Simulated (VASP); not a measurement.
Write the native input for VASP 6.6.1 that does the following.

```yaml
Task: single point
Functional: BLYP
Potentials_or_basis: VASP PAW PBE potentials, release 64 (Ta_pv)
Cutoff: 520 eV
k_mesh: 14 × 14 × 14
Occupations: fermi-dirac, width 0.1 eV
Spin: no spin polarisation
Dipole_correction: no
Further_INCAR_settings: ALGO = Normal; EDIFF = 1e-06; NBANDS = 12
```

The structure of Ta lies in POSCAR:

```
Ta
1.0
    0.0000000000      2.1605178760      2.1605178760
    2.1605178760      0.0000000000      2.1605178760
    2.1605178760      2.1605178760      0.0000000000
Ta
1
Direct
    0.0000000000      0.0000000000      0.0000000000
```

This cell differs from its parent crystal: volume scaled by 1.04.

The input as run:

INCAR

```
AGGAC    = 1.0          
AGGAX    = 1.0          
ALDAC    = 0.0          
ALDAX    = 1.0          
ALGO     = Normal         # electronic algorithm
EDIFF    = 1E-6           # SCF threshold, eV
ENCUT    = 520            # plane-wave cutoff, eV
GGA      = B5             # functional
ISIF     = 2              # what is computed and relaxed
ISMEAR   = -1             # smearing method
LASPH    = True           # aspherical terms in the spheres
LCHARG   = False          # write CHGCAR
LREAL    = False          # projectors in reciprocal space
LWAVE    = False          # write WAVECAR
NBANDS   = 12             # bands
NELM     = 100            # most SCF steps
PREC     = Accurate       # precision mode
SIGMA    = 0.1            # smearing width, eV
```

KPOINTS

```
k-points
0
Gamma
  14 14 14
```

Potentials or basis: VASP PAW PBE potentials, release 64 (Ta_pv).

Command:

```console
$ cat potpaw_PBE.64/Ta_pv/POTCAR > POTCAR
$ mpirun -np 1 vasp_std > vasp.out
```

It gave:

```json
{"Pressure": "-5.6 GPa"}
```

Caveat: the PAW data sets were made with another functional, which shifts forces and pressure a little.

Wall time 12 s on 1 thread of Intel(R) Xeon(R) Platinum 8488C (Sapphire Rapids), on a shared host, peak memory 0.15 GiB.
